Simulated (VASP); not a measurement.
# Li2Se: single point with PBEsol

The system is Li2Se.

```
CELL_PARAMETERS angstrom
0.00000 2.97238 2.95751
2.97238 0.00000 2.95751
2.97238 2.97238 0.00000
ATOMIC_POSITIONS crystal
Li 0.25000 0.25000 0.25000
Li 0.75000 0.75000 0.75000
Se 0.00000 0.00000 0.00000
```

This cell differs from its parent crystal: z stretched by -0.5 %, x and y held.

```
Program                : VASP 6.6.1
Task                   : single point
Functional             : PBEsol
Potentials or basis    : VASP PAW PBE potentials, release 64 (Li_sv, Se)
Cutoff                 : 750 eV
k mesh                 : 6 × 6 × 6
Occupations            : gaussian, width 0.01 eV
Spin                   : no spin polarisation
Dipole correction      : no
Further INCAR settings : ALGO = Normal; EDIFF = 1e-06; NBANDS = 13
```

| Quantity | Value |
| --- | --- |
| Pressure | 0.2 GPa |
| Band gap on the k mesh | 2.78 eV (least direct gap 3.37 eV) |

Stress tensor (GPa, compression positive):
```
0.12 0.00 0.00
0.00 0.12 0.00
0.00 0.00 0.37
```

Levels at points of the mesh, in eV from the valence-band top:
```
           k point  band 2  band 3  band 4  band 5  band 6  band 7  band 8  band 9  band 10  band 11
(0.00, 0.00, 0.00)  -43.95  -11.52   -0.02   -0.02    0.00    3.37    5.56    5.58     5.58    10.59
(0.50, 0.00, 0.00)  -43.96  -11.12   -3.07   -0.58   -0.55    5.15    5.87    5.91     7.92    11.58
(0.50, 0.50, 0.00)  -43.96  -11.00   -2.38   -1.55   -1.55    2.78    6.18   10.44    10.44    11.71
(0.50, 0.00, 0.50)  -43.95  -11.01   -2.40   -1.53   -1.53    2.80    6.21   10.39    10.49    11.64
```

It took 77 s on 1 thread of Intel Xeon 8259CL, with other jobs on the host, peak memory 0.25 GiB.

Caveat: the cell differs from its parent crystal (z stretched by -0.5 %, x and y held); the PAW data sets were made with another functional, which shifts forces and pressure a little. A k mesh can miss the band edges.
